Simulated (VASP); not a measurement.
Set up this calculation in VASP 6.6.1, as the native input.

```
Task                   : single point
Functional             : LDA
Potentials or basis    : VASP PAW LDA potentials, release 64 (Ir)
Cutoff                 : 520 eV
k mesh                 : 6 × 6 × 4
Occupations            : gaussian, width 0.1 eV
Spin                   : no spin polarisation
Dipole correction      : no
Further INCAR settings : ALGO = Fast; EDIFF = 1e-06; NBANDS = 26
```

The structure of Ir lies in POSCAR:

```
Ir
1.0
    4.4592791634      0.0000000000      0.0000000000
   -2.2296395817      3.8618490380      0.0000000000
    0.0000000000      0.0000000000      7.3764130488
Ir
4
Direct
    0.3333333333      0.6666666667      0.0630332895
    0.6666666667      0.3333333333      0.5630332895
    0.3333333333      0.6666666667      0.4369667105
    0.6666666667      0.3333333333      0.9369667105
```

This isn't the form of Ir at room conditions, which is fcc.

These files were run (other wordings do the same):

INCAR

```
PREC = Accurate
ENCUT = 520
EDIFF = 1E-6
ISMEAR = 0
SIGMA = 0.1
LREAL = F
LASPH = T
NELM = 60
ALGO = Fast
ISIF = 2
LWAVE = F
LCHARG = F
GGA = CA
NBANDS = 26
```

KPOINTS

```
regular mesh
0
Gamma
  6 6 4
```

Potentials or basis: VASP PAW LDA potentials, release 64 (Ir).

The run is started by

```console
$ cat potpaw_LDA.64/Ir/POTCAR > POTCAR
$ mpirun -np 1 vasp_std > vasp.out
```

It gave:

```
Pressure               : -30.2 GPa
Largest force          : 0.142 eV/Å
Band gap on the k mesh : zero (bands 18 and 19 overlap by 0.20 eV)
```

Caveat: the cell stands under tension; spin-orbit coupling is left out, which moves the levels of the heavy elements.

It took 2.1 min on 1 thread of Intel Xeon 8259CL, with other jobs on the host, peak memory 0.23 GiB.
